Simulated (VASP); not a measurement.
# CoSi2 (R-3m) in VASP: single point with PBE

Aim: the single point of CoSi2 with PBE.

All numbers are computed with VASP 6.6.1; they aren't measurements. Logs are shortened: lines on timing, memory, paths and dates and some standing lists are left out, and cuts for length are marked.

## 1. The cell of the first run

The structure is trigonal, space group R-3m (No. 166). The conventional cell has a = 3.790 Å, b = 3.790 Å, c = 9.284 Å, α = 90.00°, β = 90.00°, γ = 120.00°. Within 3.0 Å of Co (site symmetry -3m) lie 8 Si at 2.30 to 2.40 Å. Si (site symmetry 3m) has 4 Co at 2.30 to 2.40 Å and 6 Si at 2.60 to 2.77 Å within 3.0 Å.

## 2. Single point, PBE (atoms displaced along a vibrational mode)

The input, INCAR:

```
  ALGO = Normal
  EDIFF = 1E-6
  ENCUT = 520
  GGA = PE
  ISIF = 2
  ISMEAR = 0
  LASPH = True
  LCHARG = True
  LELF = True
  LREAL = False
  LVHAR = True
  LWAVE = False
  NBANDS = 16
  NELM = 60
  PREC = Accurate
  SIGMA = 0.15
```

The input, KPOINTS:

```
k-points
0
Gamma
  16 16 16
```

The input, POSCAR:

```
CoSi2
1.0
    0.0000000000      2.6799390597      2.6799390597
    2.6799390597      0.0000000000      2.6799390597
    2.6799390597      2.6799390597      0.0000000000
Co Si
1 2
Direct
    0.0000000000      0.0000000000      0.0000000000
    0.2580787789      0.2580787789      0.2580787789
    0.7419212211      0.7419212211      0.7419212211
```

Potentials or basis: VASP PAW PBE potentials, release 64 (Co, Si).

Command:

```sh
$ cat potpaw_PBE.64/Co/POTCAR potpaw_PBE.64/Si/POTCAR > POTCAR
$ mpirun -np 1 vasp_std > vasp.out
```

OUTCAR:

```text
EDIFF = 1E-6
   ENCUT = 520
   GGA = PE
   ISIF = 2
   ISMEAR = 0
   LASPH = True
   LREAL = False
   NELM = 60
   PREC = Accurate

 ion  position               nearest neighbor table
   1  0.000  0.000  0.000-   3 2.30   3 2.30   3 2.30   2 2.30   2 2.30   2 2.30   3 2.40   2 2.40

   2  0.258  0.258  0.258-   1 2.30   1 2.30   1 2.30   1 2.40   3 2.60   3 2.60   3 2.60   3 2.77
                             3 2.77   3 2.77
   3  0.742  0.742  0.742-   1 2.30   1 2.30   1 2.30   1 2.40   2 2.60   2 2.60   2 2.60   2 2.77
                             2 2.77   2 2.77

  LATTYP: Found a face centered cubic cell.
 ALAT       =     5.3598781194

  Lattice vectors:

 A1 = (   0.0000000000,   2.6799390597,   2.6799390597)
 A2 = (   2.6799390597,   0.0000000000,   2.6799390597)
 A3 = (   2.6799390597,   2.6799390597,   0.0000000000)

Analysis of symmetry for initial positions (statically):
=====================================================================
 Subroutine PRICEL returns:
 Original cell was already a primitive cell.

 Routine SETGRP: Setting up the symmetry group for a
 face centered cubic supercell.

 Subroutine GETGRP returns: Found 12 space group operations
 (whereof 12 operations were pure point group operations)
 out of a pool of 48 trial point group operations.

The static configuration has the point symmetry D_3d.

Analysis of symmetry for dynamics (positions and initial velocities):
=====================================================================
 Subroutine PRICEL returns:
 Original cell was already a primitive cell.

 Routine SETGRP: Setting up the symmetry group for a
 face centered cubic supercell.

 Subroutine GETGRP returns: Found 12 space group operations
 (whereof 12 operations were pure point group operations)
 out of a pool of 48 trial point group operations.

The dynamic configuration has the point symmetry D_3d.

 Subroutine INISYM returns: Found 12 space group operations
 (whereof 12 operations are pure point group operations),
 and found     1 'primitive' translations

----------------------------------------------------------------------------------------

                                     Primitive cell

[... 87 lines left out ...]
   LNONCOLLINEAR =      F non collinear calculations
   LSORBIT =      F    spin-orbit coupling
   LASPH  =      T    aspherical Exc in radial PAW
   ENCUT  =  520.0 eV  38.22 Ry    6.18 a.u.   7.05  7.05  7.05*2*pi/ulx,y,z
   NELM   =     60;   NELMIN=  2; NELMDL= -5     # of ELM steps
   EDIFF  = 0.1E-05   stopping-criterion for ELM
   LREAL  =      F    real-space projection
   EDIFFG = 0.1E-04   stopping-criterion for IOM
   NSW    =      0    number of steps for IOM
   IBRION =     -1    ionic relax: 0-MD 1-quasi-New 2-CG
   NFREE  =      0    steps in history (QN), initial steepest desc. (CG)
   ISIF   =      2    stress and relaxation
   ISYM   =      2    0-nonsym 1-usesym 2-fastsym
   POTIM  = 0.5000    time-step for ionic-motion
   TEBEG  =    0.0;   TEEND  =   0.0 temperature during run
   PSTRESS=    0.0 pullay stress
   NELECT =      17.0000    total number of electrons
   NUPDOWN=      -1.0000    fix difference up-down
   EMIN   =  10.00;   EMAX   =-10.00  energy-range for DOS
   EFERMI =   0.00;   METHOD = LEGACY
   ISMEAR =     0;   SIGMA  =   0.15  broadening in eV -4-tet -1-fermi 0-gaus
   EFERMI_NEDOS =   21; number of points for ismear=-14 and -15
   IALGO  =     38    algorithm
   IMIX   =      4    mixing-type and parameters
     AMIX     =   0.40;   BMIX     =  1.00
     AMIX_MAG =   1.60;   BMIX_MAG =  1.00
  volume/ion in A,a.u.               =      12.83        86.59
  Fermi-wavevector in a.u.,A,eV,Ry     =   1.246684  2.355890 21.146444  1.554220
  Thomas-Fermi vector in A             =   2.380850
   LORBIT       =      0    0 simple, 1 ext, 2 COOP (PROOUT), +10 PAW based schemes
   GGA     = PE    functional components
   LHFCALC =     F    Hartree Fock is set to
   AEXX    =    0.0000 exact exchange contribution
   IVDW    =     0    specifies the selected vdW correction
   LEPSILON=     F    determine dielectric tensor
   LRPA    =     F    only Hartree local field effects (RPA)
 non-spin polarized calculation
 Gauss-broadening in eV      SIGMA  =   0.15
  energy-cutoff  :      520.00
  volume of cell :       38.50
 maximum number of plane-waves:      1056
   NGX = 15   NGY = 15   NGZ = 15

 number of electron      16.9999994 magnetization

 Free energy of the ion-electron system (eV)
  ---------------------------------------------------
  ext. energy  EPLUGINS =         0.00000000
  ---------------------------------------------------
  free energy    TOTEN  =       -19.24189211 eV

  energy without entropy =      -19.23005152  energy(sigma->0) =      -19.23597181

 E-fermi :  10.0688     XC(G=0): -11.7333

 val. band max:       10.0675465326   @ k =   0.2500   0.2500   0.0000
 cond. band min:      10.0721632221   @ k =   0.2500   0.1875   0.0625
 fundamental gap:      0.0046166895
 Fermi energy:        10.0687611062

 k-point     1 :       0.0000    0.0000    0.0000
  band No.  band energies     occupation
      1      -3.0632      2.00000
      2       5.9175      2.00000
      3       5.9175      2.00000
      4       6.1212      2.00000
      5       8.1729      2.00000
      6       8.1729      2.00000
[... 433 lines left out ...]
      3       5.9660      2.00000
      4       6.0467      2.00000
      5       7.9518      2.00000
      6       8.2180      2.00000
[... 8 lines left out ...]
     15      16.4502      0.00000
     16      16.7683      0.00000

 [... further k-points ...]

------------------------ aborting loop because EDIFF is reached ----------------------------------------

  FORCE on cell =-STRESS in cart. coord.  units (eV):
  Direction    XX          YY          ZZ          XY          YZ          ZX
  --------------------------------------------------------------------------------------
  -------------------------------------------------------------------------------------
  Total        0.1431523      0.1431523      0.1431523     -0.7136674     -0.7136674     -0.7136674
  in kB        5.9580515      5.9580515      5.9580515    -29.7030926    -29.7030926    -29.7030926
  external PRESSURE =       5.9580515 kB  Pullay stress =       0.0000000 kB

 VOLUME and BASIS-vectors are now :
 -----------------------------------------------------------------------------
  energy-cutoff  :      520.00
  volume of cell :       38.50
      direct lattice vectors                 reciprocal lattice vectors
     0.000000000  2.679939060  2.679939060    -0.186571407  0.186571407  0.186571407
     2.679939060  0.000000000  2.679939060     0.186571407 -0.186571407  0.186571407
     2.679939060  2.679939060  0.000000000     0.186571407  0.186571407 -0.186571407

 POSITION                                       TOTAL-FORCE (eV/Angst)
 -----------------------------------------------------------------------------------
      0.00000      0.00000      0.00000        -0.000000      0.000000     -0.000000
      1.38327      1.38327      1.38327        -0.439968     -0.439968     -0.439968
      3.97661      3.97661      3.97661         0.439968      0.439968      0.439968
 -----------------------------------------------------------------------------------
    total drift:                               -0.000000      0.000000      0.000000

  FREE ENERGIE OF THE ION-ELECTRON SYSTEM (eV)
  ---------------------------------------------------
  free  energy   TOTEN  =       -19.2418921050 eV

  energy  without entropy=      -19.2300515182  energy(sigma->0) =      -19.23597181
```

OSZICAR:

```text
N       E                     dE             d eps       ncg     rms          rms(c)
DAV:   1     0.605626327868E+02    0.60563E+02   -0.67810E+03 13392   0.101E+03
DAV:   2    -0.175312807714E+02   -0.78094E+02   -0.69766E+02 15088   0.202E+02
DAV:   3    -0.206122080865E+02   -0.30809E+01   -0.30224E+01 17352   0.444E+01
DAV:   4    -0.206656172331E+02   -0.53409E-01   -0.53375E-01 16144   0.563E+00
DAV:   5    -0.206672123087E+02   -0.15951E-02   -0.15950E-02 17672   0.990E-01    0.144E+01
DAV:   6    -0.244033087771E+02   -0.37361E+01   -0.24711E+01 14048   0.103E+02    0.180E+01
DAV:   7    -0.192698915732E+02    0.51334E+01   -0.11090E+01 16760   0.811E+01    0.321E+00
DAV:   8    -0.192754518835E+02   -0.55603E-02   -0.77003E-01 16264   0.592E+00    0.196E+00
DAV:   9    -0.192419751383E+02    0.33477E-01   -0.93848E-02 15792   0.572E+00    0.497E-01
DAV:  10    -0.192420711639E+02   -0.96026E-04   -0.71660E-03 18776   0.137E+00    0.155E-01
DAV:  11    -0.192418622415E+02    0.20892E-03   -0.94840E-04 17592   0.570E-01    0.350E-02
DAV:  12    -0.192418934845E+02   -0.31243E-04   -0.88907E-05 15520   0.667E-02    0.177E-02
DAV:  13    -0.192418917066E+02    0.17779E-05   -0.92815E-06 17584   0.476E-02    0.777E-03
DAV:  14    -0.192418921050E+02   -0.39844E-06   -0.85503E-07  9640   0.904E-03
   1 F= -.19241892E+02 E0= -.19235972E+02  d E =-.118406E-01
```

stdout:

```text
POSCAR found type information on POSCAR CoSi
 POSCAR found :  2 types and       3 ions
 scaLAPACK will be used
 LDA part: xc-table for (Slater+PW92), standard interpolation
 POSCAR, INCAR and KPOINTS ok, starting setup
 FFT: planning ... GRIDC
 FFT: planning ... GRID_SOFT
 FFT: planning ... GRID
 WAVECAR not read
 entering main loop
```

Run time: 4.8 min. Hardware: 1 thread of Intel Xeon Platinum 8375C at 2.90GHz (Ice Lake), shared host; peak memory 0.35 GiB.

What came out:

* Free energy: -19.2419 eV
* Pressure: 0.6 GPa
* Largest force: 0.762 eV/Å
* Band gap on the k mesh: zero (an odd number of electrons rules out a gap without spin polarisation)

Forces in eV/Å, atoms in the order of the input:
```
Co   0.000  0.000  0.000
Si  -0.440 -0.440 -0.440
Si   0.440  0.440  0.440
```

Caveat: the cell differs from its parent crystal (atoms displaced along a vibrational mode); the run has no spin polarisation, though such a crystal can be magnetic.
